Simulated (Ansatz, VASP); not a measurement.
**Pt in VASP and in Ansatz**

```xyz
2
Lattice="2.7107 0.0000 0.0000 -1.3554 2.3475 0.0000 0.0000 0.0000 4.6678" Properties=species:S:1:pos:R:3 pbc="T T T"
Pt    0.0000    1.5650    1.1670
Pt    1.3554    0.7825    3.5009
```

Alike in both runs: functional LDA; k mesh 17 × 17 × 9; occupations fermi-dirac, width 0.05 eV; no spin polarisation.

Ansatz relaxed the structure, and its values are those at the end. VASP's run is a single point on that final structure, the one shown.

|  | VASP | Ansatz |
| --- | --- | --- |
| version | VASP 6.6.1 | Ansatz 0.2.0 |
| potentials or method | VASP PAW LDA potentials, release 64 (Pt_sv_GW) | PAW with Ansatz's default frozen-core files, scalar-relativistic |
| plane-wave cutoff (eV) | 570 | 420 |
| valence electrons in the cell | 36 | 36 |

```csv
,VASP,Ansatz,Ansatz less VASP
pressure (GPa),-0.4,0.0,+0.40
```

LDA's correlation is that of Perdew and Zunger in VASP and of Perdew and Wang (1992) in Ansatz.

Neither program's run includes spin-orbit coupling.
